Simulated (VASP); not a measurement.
# HgTe (F-43m) in VASP: notebook, part 2 of 2

VASP 6.6.1. The steps go on from the part before.

## Step 3: Single point, PBE

This run uses another cell than the first one, of 36.80 Å³/atom.

INCAR

```
PREC = Accurate
ENCUT = 520
EDIFF = 1E-7
ISMEAR = 0
SIGMA = 0.1
LREAL = F
LASPH = T
NELM = 100
ALGO = Normal
ISIF = 2
LWAVE = F
LCHARG = T
GGA = PE
LELF = T
LVHAR = T
NBANDS = 16
```

KPOINTS

```
Automatic mesh
0
Gamma
  14 14 14
```

POSCAR

```
HgTe
1.0
    0.0000000000      3.3261955616      3.3261955616
    3.3261955616      0.0000000000      3.3261955616
    3.3261955616      3.3261955616      0.0000000000
Hg Te
1 1
Direct
    0.0000000000      0.0000000000      0.0000000000
    0.2500000000      0.2500000000      0.2500000000
```

Potentials or basis: VASP PAW PBE potentials, release 64 (Hg, Te).

Started as:

```sh
$ cat potpaw_PBE.64/Hg/POTCAR potpaw_PBE.64/Te/POTCAR > POTCAR
$ mpirun -np 1 vasp_std > vasp.out
```

OUTCAR:

```text
PREC = Accurate
   ENCUT = 520
   EDIFF = 1E-7
   ISMEAR = 0
   LREAL = F
   LASPH = T
   NELM = 100
   ISIF = 2
   GGA = PE

 ion  position               nearest neighbor table
   1  0.000  0.000  0.000-   2 2.88   2 2.88   2 2.88   2 2.88
   2  0.250  0.250  0.250-   1 2.88   1 2.88   1 2.88   1 2.88

  LATTYP: Found a face centered cubic cell.
 ALAT       =     6.6523911232

  Lattice vectors:

 A1 = (   0.0000000000,   3.3261955616,   3.3261955616)
 A2 = (   3.3261955616,   0.0000000000,   3.3261955616)
 A3 = (   3.3261955616,   3.3261955616,   0.0000000000)

Analysis of symmetry for initial positions (statically):
=====================================================================
 Subroutine PRICEL returns:
 Original cell was already a primitive cell.

 Routine SETGRP: Setting up the symmetry group for a
 face centered cubic supercell.

 Subroutine GETGRP returns: Found 24 space group operations
 (whereof 24 operations were pure point group operations)
 out of a pool of 48 trial point group operations.

The static configuration has the point symmetry T_d .

Analysis of symmetry for dynamics (positions and initial velocities):
=====================================================================
 Subroutine PRICEL returns:
 Original cell was already a primitive cell.

 Routine SETGRP: Setting up the symmetry group for a
 face centered cubic supercell.

 Subroutine GETGRP returns: Found 24 space group operations
 (whereof 24 operations were pure point group operations)
 out of a pool of 48 trial point group operations.

The dynamic configuration has the point symmetry T_d .

 Subroutine INISYM returns: Found 24 space group operations
 (whereof 24 operations are pure point group operations),
 and found     1 'primitive' translations

----------------------------------------------------------------------------------------

                                     Primitive cell

  volume of cell :      73.5992

  direct lattice vectors                    reciprocal lattice vectors
     0.000000000  3.326195562  3.326195562    -0.150321889  0.150321889  0.150321889
     3.326195562  0.000000000  3.326195562     0.150321889 -0.150321889  0.150321889
     3.326195562  3.326195562  0.000000000     0.150321889  0.150321889 -0.150321889

  length of vectors
     4.703950874  4.703950874  4.703950874     0.260365149  0.260365149  0.260365149

  position of ions in fractional coordinates (direct lattice)
     0.000000000  0.000000000  0.000000000
     0.250000000  0.250000000  0.250000000

  ion indices of the primitive-cell ions
   primitive index   ion index
                 1           1
                 2           2

----------------------------------------------------------------------------------------

 KPOINTS: Automatic mesh

Automatic generation of k-mesh.
 Grid dimensions read from file:
 generate k-points for:   14   14   14

 Generating k-lattice:

  Cartesian coordinates                     Fractional coordinates (reciprocal lattice)
    -0.010737278  0.010737278  0.010737278     0.071428571  0.000000000  0.000000000
     0.010737278 -0.010737278  0.010737278     0.000000000  0.071428571  0.000000000
     0.010737278  0.010737278 -0.010737278     0.000000000  0.000000000  0.071428571

  Length of vectors
     0.018597511  0.018597511  0.018597511

  Shift w.r.t. Gamma in fractional coordinates (k-lattice)
     0.000000000  0.000000000  0.000000000

 Subroutine IBZKPT returns following result:
 ===========================================

 Found    104 irreducible k-points:

 Following reciprocal coordinates:
            Coordinates               Weight
  0.000000  0.000000  0.000000      1.000000
  0.071429  0.000000  0.000000      8.000000
  0.142857  0.000000  0.000000      8.000000
  0.214286  0.000000  0.000000      8.000000
  0.285714  0.000000  0.000000      8.000000
  0.357143  0.000000  0.000000      8.000000
[... 16 lines left out ...]
  0.214286  0.142857  0.000000     24.000000
  0.285714  0.142857  0.000000     24.000000
 [... further k-points ...]
   k-points           NKPTS =    104   k-points in BZ     NKDIM =    104   number of bands    NBANDS=     16
   number of dos      NEDOS =    301   number of ions     NIONS =      2
   total plane-waves  NPLWV =  46656
   dimension x,y,z NGX =    36 NGY =   36 NGZ =   36
   dimension x,y,z NGXF=    72 NGYF=   72 NGZF=   72
   ions per type =               1   1
   NGX,Y,Z   is equivalent  to a cutoff of  12.72, 12.72, 12.72 a.u.
   NGXF,Y,Z  is equivalent  to a cutoff of  25.45, 25.45, 25.45 a.u.
 SYSTEM =  unknown system
   PREC   = accura    normal or accurate (medium, high low for compatibility)
   ISTART =      0    job   : 0-new  1-cont  2-samecut
   ICHARG =      2    charge: 1-file 2-atom 10-const
   ISPIN  =      1    spin polarized calculation?
   LNONCOLLINEAR =      F non collinear calculations
   LSORBIT =      F    spin-orbit coupling
   LASPH  =      T    aspherical Exc in radial PAW
   ENCUT  =  520.0 eV  38.22 Ry    6.18 a.u.   8.75  8.75  8.75*2*pi/ulx,y,z
   NELM   =    100;   NELMIN=  2; NELMDL= -5     # of ELM steps
   EDIFF  = 0.1E-06   stopping-criterion for ELM
   LREAL  =      F    real-space projection
   EDIFFG = 0.1E-05   stopping-criterion for IOM
   NSW    =      0    number of steps for IOM
   IBRION =     -1    ionic relax: 0-MD 1-quasi-New 2-CG
   NFREE  =      0    steps in history (QN), initial steepest desc. (CG)
   ISIF   =      2    stress and relaxation
   ISYM   =      2    0-nonsym 1-usesym 2-fastsym
   POTIM  = 0.5000    time-step for ionic-motion
   TEBEG  =    0.0;   TEEND  =   0.0 temperature during run
   PSTRESS=    0.0 pullay stress
   NELECT =      18.0000    total number of electrons
   NUPDOWN=      -1.0000    fix difference up-down
   EMIN   =  10.00;   EMAX   =-10.00  energy-range for DOS
   EFERMI =   0.00;   METHOD = LEGACY
   ISMEAR =     0;   SIGMA  =   0.10  broadening in eV -4-tet -1-fermi 0-gaus
   EFERMI_NEDOS =   21; number of points for ismear=-14 and -15
   IALGO  =     38    algorithm
   IMIX   =      4    mixing-type and parameters
     AMIX     =   0.40;   BMIX     =  1.00
     AMIX_MAG =   1.60;   BMIX_MAG =  1.00
  volume/ion in A,a.u.               =      36.80       248.34
  Fermi-wavevector in a.u.,A,eV,Ry     =   1.023783  1.934669 14.260695  1.048132
  Thomas-Fermi vector in A             =   2.157535
   LORBIT       =      0    0 simple, 1 ext, 2 COOP (PROOUT), +10 PAW based schemes
   GGA     = PE    functional components
   LHFCALC =     F    Hartree Fock is set to
   AEXX    =    0.0000 exact exchange contribution
   IVDW    =     0    specifies the selected vdW correction
   LEPSILON=     F    determine dielectric tensor
   LRPA    =     F    only Hartree local field effects (RPA)
 non-spin polarized calculation
 Gauss-broadening in eV      SIGMA  =   0.10
  energy-cutoff  :      520.00
  volume of cell :       73.60
 maximum number of plane-waves:      2006
   NGX = 17   NGY = 17   NGZ = 17

 number of electron      17.9999998 magnetization

 Free energy of the ion-electron system (eV)
  ---------------------------------------------------
  ext. energy  EPLUGINS =         0.00000000
  ---------------------------------------------------
  free energy    TOTEN  =        -3.65198811 eV

  energy without entropy =       -3.65187276  energy(sigma->0) =       -3.65193044

 E-fermi :   2.3119     XC(G=0):  -8.3548

 val. band max:        2.2270829164   @ k =   0.0000   0.0000   0.0000
 cond. band min:       2.5124571054   @ k =   0.0714   0.0000   0.0000
 fundamental gap:      0.2853741890
 Fermi energy:         2.3118869474

 k-point     1 :       0.0000    0.0000    0.0000
  band No.  band energies     occupation
      1      -9.1822      2.00000
      2      -4.6604      2.00000
      3      -4.6604      2.00000
      4      -4.6604      2.00000
      5      -4.2290      2.00000
      6      -4.2290      2.00000
[... 8 lines left out ...]
     15      11.6552      0.00000
     16      11.6552      0.00000

 k-point     2 :       0.0714    0.0000    0.0000
  band No.  band energies     occupation
      1      -9.1608      2.00000
      2      -4.6544      2.00000
      3      -4.6544      2.00000
      4      -4.6512      2.00000
      5      -4.2296      2.00000
      6      -4.2296      2.00000
[... 8 lines left out ...]
     15      11.2705      0.00000
     16      11.2705      0.00000
[... 387 lines left out ...]
      5      -4.2469      2.00000
      6      -4.2154      2.00000
[... 8 lines left out ...]
     15      10.8471      0.00000
     16      11.6520      0.00000

 k-point    24 :       0.2857    0.1429    0.0000
  band No.  band energies     occupation
      1      -8.9132      2.00000
      2      -4.5957      2.00000
      3      -4.5655      2.00000
      4      -4.5084      2.00000
      5      -4.2432      2.00000
      6      -4.2114      2.00000
[... 8 lines left out ...]
     15      11.2557      0.00000
     16      11.6117      0.00000

 [... further k-points ...]
[... 5 lines left out ...]
  --------------------------------------------------------------------------------------
  -------------------------------------------------------------------------------------
  Total        0.0057691      0.0057691      0.0057691      0.0000000      0.0000000      0.0000000
  in kB        0.1255863      0.1255863      0.1255863      0.0000000      0.0000000      0.0000000
  external PRESSURE =       0.1255863 kB  Pullay stress =       0.0000000 kB

 VOLUME and BASIS-vectors are now :
 -----------------------------------------------------------------------------
  energy-cutoff  :      520.00
  volume of cell :       73.60
      direct lattice vectors                 reciprocal lattice vectors
     0.000000000  3.326195562  3.326195562    -0.150321889  0.150321889  0.150321889
     3.326195562  0.000000000  3.326195562     0.150321889 -0.150321889  0.150321889
     3.326195562  3.326195562  0.000000000     0.150321889  0.150321889 -0.150321889

 POSITION                                       TOTAL-FORCE (eV/Angst)
 -----------------------------------------------------------------------------------
      0.00000      0.00000      0.00000         0.000000      0.000000      0.000000
      1.66310      1.66310      1.66310        -0.000000     -0.000000     -0.000000
 -----------------------------------------------------------------------------------
    total drift:                               -0.000000     -0.000000     -0.000000

  FREE ENERGIE OF THE ION-ELECTRON SYSTEM (eV)
  ---------------------------------------------------
  free  energy   TOTEN  =        -3.6519881115 eV

  energy  without entropy=       -3.6518727626  energy(sigma->0) =       -3.65193044
```

OSZICAR:

```text
N       E                     dE             d eps       ncg     rms          rms(c)
DAV:   1     0.103943418743E+03    0.10394E+03   -0.78882E+03  3328   0.962E+02
DAV:   2    -0.789573200550E-01   -0.10402E+03   -0.97181E+02  3848   0.223E+02
DAV:   3    -0.381710934536E+01   -0.37382E+01   -0.37298E+01  4152   0.438E+01
DAV:   4    -0.385253183920E+01   -0.35422E-01   -0.35420E-01  4912   0.384E+00
DAV:   5    -0.385265958528E+01   -0.12775E-03   -0.12775E-03  4432   0.201E-01    0.633E+00
DAV:   6    -0.365810038979E+01    0.19456E+00   -0.38491E-01  3880   0.790E+00    0.516E+00
DAV:   7    -0.365235172129E+01    0.57487E-02   -0.85225E-02  3832   0.193E+00    0.204E+00
DAV:   8    -0.365191646865E+01    0.43525E-03   -0.82386E-03  3720   0.101E+00    0.460E-01
DAV:   9    -0.365194516057E+01   -0.28692E-04   -0.69870E-04  4400   0.288E-01    0.905E-02
DAV:  10    -0.365197493003E+01   -0.29769E-04   -0.85158E-05  4056   0.796E-02    0.453E-02
DAV:  11    -0.365198874742E+01   -0.13817E-04   -0.24225E-05  4136   0.326E-02    0.196E-02
DAV:  12    -0.365198813473E+01    0.61269E-06   -0.28909E-06  3912   0.105E-02    0.133E-02
DAV:  13    -0.365198811154E+01    0.23189E-07   -0.24078E-07  4240   0.271E-03
   1 F= -.36519881E+01 E0= -.36519304E+01  d E =-.115349E-03
```

Wall time 2.7 min (1 thread of Intel Xeon 8259CL, shared host); peak memory 0.29 GiB.

Results:

```yaml
Free_energy: -3.6520 eV
Pressure: 0.0 GPa
Band_gap_on_the_k_mesh: zero (filled and empty bands touch)
```

Levels at points of the mesh, in eV from the Fermi level:
| k point | band 5 | band 6 | band 7 | band 8 | band 9 | band 10 | band 11 | band 12 | band 13 | band 14 |
| --- | --- | --- | --- | --- | --- | --- | --- | --- | --- | --- |
| (0.00, 0.00, 0.00) | -6.54 | -6.54 | -1.01 | -0.08 | -0.08 | -0.08 | 4.29 | 4.29 | 4.29 | 6.42 |
| (0.50, 0.00, 0.00) | -6.52 | -6.29 | -5.03 | -0.91 | -0.91 | 0.62 | 5.02 | 5.02 | 6.72 | 7.67 |
| (0.50, 0.50, 0.00) | -6.49 | -6.18 | -5.06 | -2.01 | -2.01 | 1.83 | 2.62 | 7.84 | 8.42 | 8.42 |

Caveat: semilocal functionals underestimate gaps, so a narrow gap can read as zero; spin-orbit coupling is left out, which moves the levels of the heavy elements.
